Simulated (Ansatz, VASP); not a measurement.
**Two plane-wave programs on Al2O3**

File INCAR:

```
SYSTEM = Al2O3
PREC = Accurate
ENCUT = 520
EDIFF = 1E-6
ISMEAR = 0
SIGMA = 0.05
LREAL = .FALSE.
LASPH = .TRUE.
NELM = 100
ALGO = Normal
ISIF = 2
LWAVE = .FALSE.
LCHARG = .FALSE.
GGA = PE
IVDW = 12
NBANDS = 20
```

The input KPOINTS:

```
regular mesh
0
G
  9 9 4
  0 0 0
```

File POSCAR:

```
Al2O3
1.0
    2.8924537055      0.0000000000      0.0000000000
   -1.4462268528      2.5049383882      0.0000000000
    0.0000000000      0.0000000000      7.3605135856
Al O
2 3
Direct
    0.0000000000      0.0000000000      0.1907358529
    0.0000000000      0.0000000000      0.8092641471
    0.3333333333      0.6666666667      0.2703868429
    0.6666666667      0.3333333333      0.0000000000
    0.3333333333      0.6666666667      0.7296131571
```

Input for Ansatz:

```yaml
crystal:
  lattice:
    - [2.8924537055, 0.0, 0.0]
    - [-1.4462268528, 2.5049383882, 0.0]
    - [0.0, 0.0, 7.3605135856]
  atoms:
    - { symbol: Al, position: [0.0, 0.0, 0.1907358529] }
    - { symbol: Al, position: [0.0, 0.0, 0.8092641471] }
    - { symbol: O, position: [0.3333333333, 0.6666666667, 0.2703868429] }
    - { symbol: O, position: [0.6666666667, 0.3333333333, 0.0] }
    - { symbol: O, position: [0.3333333333, 0.6666666667, 0.7296131571] }
basis:
  ecutwfc: 520.0
kpoints:
  mp_grid: { grid: [9, 9, 4] }
hamiltonian:
  xc: pbe
  pseudopotentials: { kind: paw, azcp: { folder: soft_1 } }
  dispersion: d3bj
scf:
  occupations: { method: gaussian, width: 0.05 }
output:
  forces: true
  stress: true
  eigenvalues: true
```

Alike in both runs: task single point; functional PBE; dispersion D3(BJ); k mesh 9 × 9 × 4; occupations gaussian, width 0.05 eV; no spin polarisation.

```csv
,VASP,Ansatz
version,VASP 6.6.1,Ansatz 0.2.0
potentials or method,"VASP PAW PBE potentials, release 64 (Al, O), cutoff 520 eV","scalar-relativistic, plane waves, PAW"
valence electrons in the cell,24,24
```

|  | VASP | Ansatz | Ansatz less VASP |
| --- | --- | --- | --- |
| gap on the k mesh at the Fermi level (eV) | 4.61 | 4.61 | +0.006 |
| least direct gap on the mesh (eV) | 4.79 | 4.80 | +0.005 |
| pressure (GPa) | 2.5 | 2.5 | -0.01 |
| traceless stress, the component that is largest in VASP (GPa) | 1.12 | 1.33 | +0.207 |
| rms of the force components (eV/Å) | 0.740 | 0.757 | +0.0170 |

Atom by atom the forces differ by 0.017 eV/Å (rms over components).
